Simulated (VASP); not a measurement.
## Mg3Te: single point with PBE

Mg3Te:

```
Te Mg
1.0
    -2.13936    2.13936    5.28249
     2.13936   -2.13936    5.28249
     2.13936    2.13936   -5.28249
Te Mg
1 3
Direct
  0.00000 0.00000 0.00000
  0.25000 0.75000 0.50000
  0.75000 0.25000 0.50000
  0.50000 0.50000 0.00000
```

| Item | Value |
| --- | --- |
| Program | VASP 6.6.1 |
| Task | single point |
| Functional | PBE |
| Potentials or basis | VASP PAW PBE potentials, release 64 (Te, Mg) |
| Cutoff | 520 eV |
| k mesh | 9 × 9 × 9 |
| Occupations | fermi-dirac, width 0.05 eV |
| Spin | no spin polarisation |

- Pressure: 0.1 GPa
- Band gap on the k mesh: zero (band 6 reaches 4.95 eV, above the bottom of band 7 at 3.61 eV)

Stress tensor (GPa, compression positive):
```
 0.12  0.00  0.00
 0.00  0.12  0.00
 0.00  0.00 -0.08
```

Levels at points of the mesh, in eV from the Fermi level:
```
           k point  band 3  band 4  band 5  band 6  band 7  band 8  band 9  band 10
(0.00, 0.00, 0.00)   -4.20   -2.63   -2.63    0.26    1.20    1.55    1.55     1.77
```

Run time: 2.9 min on 1 thread of Intel(R) Xeon(R) Platinum 8488C (Sapphire Rapids), on a shared host, peak memory 0.37 GiB.

Caveat: spin-orbit coupling is left out, which moves the levels of the heavy elements.
